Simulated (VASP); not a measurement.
# C (C2/c) in VASP: notebook, part 2 of 2

VASP 6.6.1. The steps go on from the part before.

## 3. Single point, PBE+D3(BJ) (strain +0.0125 x Voigt [0, 0, 0, 0, 1, 0])

INCAR

```
SYSTEM = C
PREC = Accurate ; ENCUT = 520
EDIFF = 1E-6 ; ISMEAR = 0
SIGMA = 0.15 ; LREAL = .False.
LASPH = .True. ; NELM = 80
ALGO = Normal ; ISIF = 2
LWAVE = .False. ; LCHARG = .False.
GGA = PE ; IVDW = 12
NBANDS = 36
```

KPOINTS

```
regular mesh
0
Gamma
  18 18 2
  0 0 0
```

POSCAR

```
C
1.0
    2.4648840281      0.0000000000      0.0154055252
   -1.2324420141      2.1346521857     -0.0077027626
    0.1287880923      0.0000000000     20.6060947640
C
12
Direct
    0.6666666667      0.3333333333      0.9519899901
    0.6666666667      0.3333333333      0.4520101828
    0.6666666667      0.3333333333      0.7793231472
    0.6666666667      0.3333333333      0.2793433400
    0.0000000000      0.0000000000      0.6156666650
    0.3333333333      0.6666666667      0.2793231472
    0.0000000000      0.0000000000      0.1156666650
    0.6666666667      0.3333333333      0.6156666650
    0.3333333333      0.6666666667      0.7793433400
    0.3333333333      0.6666666667      0.1156666650
    0.3333333333      0.6666666667      0.4519899901
    0.3333333333      0.6666666667      0.9520101828
```

Potentials or basis: VASP PAW PBE potentials, release 64 (C).

The run is started by

```bash
> cat potpaw_PBE.64/C/POTCAR > POTCAR
> mpirun -np 1 vasp_std > vasp.out
```

OUTCAR:

```text
SYSTEM = C
   PREC = Accurate
   ENCUT = 520
   EDIFF = 1E-6
   ISMEAR = 0
   LREAL = .False.
   LASPH = .True.
   NELM = 80
   ISIF = 2
   GGA = PE
   IVDW = 12
 IVDW          = 12

 ion  position               nearest neighbor table
   1  0.667  0.333  0.952-  12 1.42  12 1.42  12 1.42
   2  0.667  0.333  0.452-  11 1.42  11 1.42  11 1.42
   3  0.667  0.333  0.779-   9 1.42   9 1.42   9 1.42
   4  0.667  0.333  0.279-   6 1.42   6 1.42   6 1.42
   5  0.000  0.000  0.616-   8 1.42   8 1.42   8 1.42
   6  0.333  0.667  0.279-   4 1.42   4 1.42   4 1.42
   7  0.000  0.000  0.116-  10 1.42  10 1.42  10 1.42
   8  0.667  0.333  0.616-   5 1.42   5 1.42   5 1.42
   9  0.333  0.667  0.779-   3 1.42   3 1.42   3 1.42
  10  0.333  0.667  0.116-   7 1.42   7 1.42   7 1.42
  11  0.333  0.667  0.452-   2 1.42   2 1.42   2 1.42
  12  0.333  0.667  0.952-   1 1.42   1 1.42   1 1.42

  LATTYP: Found a base centered monoclinic cell.
 ALAT       =     2.4649321699
 B/A-ratio  =     1.7320169794
[... 218 lines left out ...]
      5     -14.9471      2.00000
      6     -14.8981      2.00000
[... 925 lines left out ...]
     35      12.8149      0.00000
     36      12.9087      0.00000

 [... further k-points ...]

------------------------ aborting loop because EDIFF is reached ----------------------------------------

 Edisp (eV)   -1.82541

 E8    (eV) :    -0.5158

  FORCE on cell =-STRESS in cart. coord.  units (eV):
  Direction    XX          YY          ZZ          XY          YZ          ZX
  --------------------------------------------------------------------------------------
  -------------------------------------------------------------------------------------
  Total       0.45815     0.47021    -0.05519    -0.00000     0.00000    -0.00107
  in kB       6.77045     6.94871    -0.81565    -0.00000     0.00000    -0.01586
  external pressure =        4.30 kB  Pullay stress =        0.00 kB

 VOLUME and BASIS-vectors are now :
 -----------------------------------------------------------------------------
  energy-cutoff  :      520.00
  volume of cell :      108.42
      direct lattice vectors                 reciprocal lattice vectors
     2.464884028  0.000000000  0.015405525     0.405714448  0.234230196 -0.002535715
    -1.232442014  2.134652186 -0.007702763     0.000000000  0.468460392  0.000000000
     0.128788092  0.000000000 20.606094764    -0.000303320 -0.000000000  0.048531227

 POSITION                                       TOTAL-FORCE (eV/Angst)
 -----------------------------------------------------------------------------------
      1.35505      0.71155     19.62450         0.001717      0.000201     -0.000298
      1.29066      0.71155      9.32187         0.001161      0.000270     -0.000307
      1.33281      0.71155     16.06651        -0.001161      0.000270      0.000307
      1.26842      0.71155      5.76388        -0.001717      0.000201      0.000298
      0.07929      0.00000     12.68649        -0.000000      0.000119      0.000000
      0.03597      1.42310      5.75576        -0.001161     -0.000270      0.000307
      0.01490      0.00000      2.38344         0.000000     -0.000119      0.000000
      1.31173      0.71155     12.69419         0.000000     -0.000268      0.000000
      0.10037      1.42310     16.05922        -0.001717     -0.000201      0.000298
      0.01490      1.42310      2.38344        -0.000000      0.000268     -0.000000
      0.05821      1.42310      9.31375         0.001717     -0.000201     -0.000298
      0.12261      1.42310     19.61721         0.001161     -0.000270     -0.000307
 -----------------------------------------------------------------------------------
    total drift:                               -0.000000     -0.000000     -0.000004

  FREE ENERGIE OF THE ION-ELECTRON SYSTEM (eV)
  ---------------------------------------------------
  free  energy   TOTEN  =      -112.3764341112 eV

  energy  without entropy=     -112.3741842502  energy(sigma->0) =     -112.37530918
```

Run time: 13 min. Hardware: 1 thread of Oxide Virtual Turin-like, shared host; peak memory 0.51 GiB.

What came out:

```yaml
Free_energy: -112.3764 eV
Pressure: 0.4 GPa
Dispersion_energy_per_atom: -0.152 eV
```

Caveat: the cell differs from its parent crystal (strain +0.0125 x Voigt [0, 0, 0, 0, 1, 0]).
